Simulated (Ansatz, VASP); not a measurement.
# Two plane-wave programs on Ba3C2

File INCAR:

```
SYSTEM = Ba3C2
ALGO     = Normal         ! electronic algorithm
EDIFF    = 1E-6           ! SCF threshold, eV
EDIFFG   = -0.04          ! ionic threshold
ENCUT    = 600            ! plane-wave cutoff, eV
GGA      = PE             ! functional
IBRION   = 2              ! ionic algorithm
ISIF     = 3              ! what is computed and relaxed
ISMEAR   = 0              ! smearing method
LASPH    = .True.         ! aspherical terms in the spheres
LCHARG   = .False.        ! write CHGCAR
LREAL    = .False.        ! projectors in reciprocal space
LWAVE    = .False.        ! write WAVECAR
NELM     = 60             ! most SCF steps
NSW      = 90             ! ionic steps
PREC     = Accurate       ! precision mode
SIGMA    = 0.1            ! smearing width, eV
```

Contents of KPOINTS:

```
k-points
0
Gamma
  4 4 4
  0 0 0
```

The input POSCAR:

```
Ba3C2
1.0
    7.4363971326      0.0000000000      0.0000000000
    0.0000000000      7.4363971326      0.0000000000
    0.0000000000      0.0000000000      5.2318796832
Ba C
6 4
Direct
    0.0000000000      0.0000000000      0.0000000000
    0.5000000000      0.5000000000      0.0000000000
    0.1585148686      0.6585148686      0.5000000000
    0.3414851314      0.1585148686      0.5000000000
    0.8414851314      0.3414851314      0.5000000000
    0.6585148686      0.8414851314      0.5000000000
    0.4378850646      0.9378850646      0.0000000000
    0.0621149354      0.4378850646      0.0000000000
    0.5621149354      0.0621149354      0.0000000000
    0.9378850646      0.5621149354      0.0000000000
```

Input for Ansatz:

```yaml
crystal:
  lattice:
    - [7.4363971326, 0.0, 0.0]
    - [0.0, 7.4363971326, 0.0]
    - [0.0, 0.0, 5.2318796832]
  atoms:
    - { symbol: Ba, position: [0.0, 0.0, 0.0] }
    - { symbol: Ba, position: [0.5, 0.5, 0.0] }
    - { symbol: Ba, position: [0.1585148686, 0.6585148686, 0.5] }
    - { symbol: Ba, position: [0.3414851314, 0.1585148686, 0.5] }
    - { symbol: Ba, position: [0.8414851314, 0.3414851314, 0.5] }
    - { symbol: Ba, position: [0.6585148686, 0.8414851314, 0.5] }
    - { symbol: C, position: [0.4378850646, 0.9378850646, 0.0] }
    - { symbol: C, position: [0.0621149354, 0.4378850646, 0.0] }
    - { symbol: C, position: [0.5621149354, 0.0621149354, 0.0] }
    - { symbol: C, position: [0.9378850646, 0.5621149354, 0.0] }
basis:
  ecutwfc: 420
kpoints:
  mp_grid: { grid: [4, 4, 4] }
hamiltonian:
  xc: pbe
scf:
  occupations: { method: gaussian, width: 0.1 }
  lower_state_search: "off"
output:
  forces: true
  stress: true
  eigenvalues: true
relax:
  adjacent_minimum: "off"
  f_tol: 0.04
  max_steps: 70
  cell: { stress_tol: 0.4 }
```

Alike in both runs: task relaxation of cell and atoms; functional PBE; k mesh 4 × 4 × 4; occupations gaussian, width 0.1 eV; no spin polarisation.

```csv
,VASP,Ansatz
version,VASP 6.6.1,Ansatz 0.2.0
potentials or method,"VASP PAW PBE potentials, release 64 (Ba_sv, C), cutoff 600 eV","scalar-relativistic, plane waves, PAW"
valence electrons in the cell,76,76
```

Ansatz gave:

```
gap on the k mesh at the Fermi level, each at its own relaxed structure (eV) : none
relaxed volume (Å³/atom)                                                     : 28.80
relaxed cell length with the largest relative difference (Å)                 : 5.289
```

**Question.** What did VASP give for the same quantities?

**Answer.** gap on the k mesh at the Fermi level, each at its own relaxed structure (eV): none; relaxed volume (Å³/atom): 29.83; relaxed cell length with the largest relative difference (Å): 5.433.

A gap of «none» marks a metal or a gap that the smearing closes.

Neither program's run includes spin-orbit coupling.
